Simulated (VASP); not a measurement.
The system is Fe.

```
Fe
1.0
    -1.47130    1.47130    1.47130
     1.47130   -1.47130    1.47130
     1.47130    1.47130   -1.47130
Fe
1
Direct
  0.00000 0.00000 0.00000
```

Base run:

| Property | Result |
| --- | --- |
| Program | VASP 6.6.1 |
| Functional | PBE |
| Potentials or basis | VASP PAW PBE potentials, release 64 (Fe) |
| Cutoff | 520 eV |
| k mesh | 13 × 13 × 13 |
| Occupations | fermi-dirac, width 0.05 eV |
| Spin | collinear spin, ferromagnetic start |
| Starting moments | [3.0] μB |

Its results: pressure -12.9 GPa; net moment 2.54 μB per cell; site moments Fe +2.56 μB.

After a change of settings the same cell gave: pressure -16.3 GPa; net moment 2.51 μB per cell; site moments Fe +2.52 μB. Which change was it?
A. functional from PBE to PBEsol
B. functional from PBE to PBEsol; dispersion from none to D4
C. potentials or basis from VASP PAW PBE potentials, release 64 (Fe) to VASP PAW PBE potentials, release 64 (Fe_sv); cutoff from 520 eV to 600 eV; further incar settings from ALGO = Fast; EDIFF = 1e-06; NBANDS = 14 to ALGO = Normal; EDIFF = 1e-06; NBANDS = 18; valence electrons from 8 to 16

C.
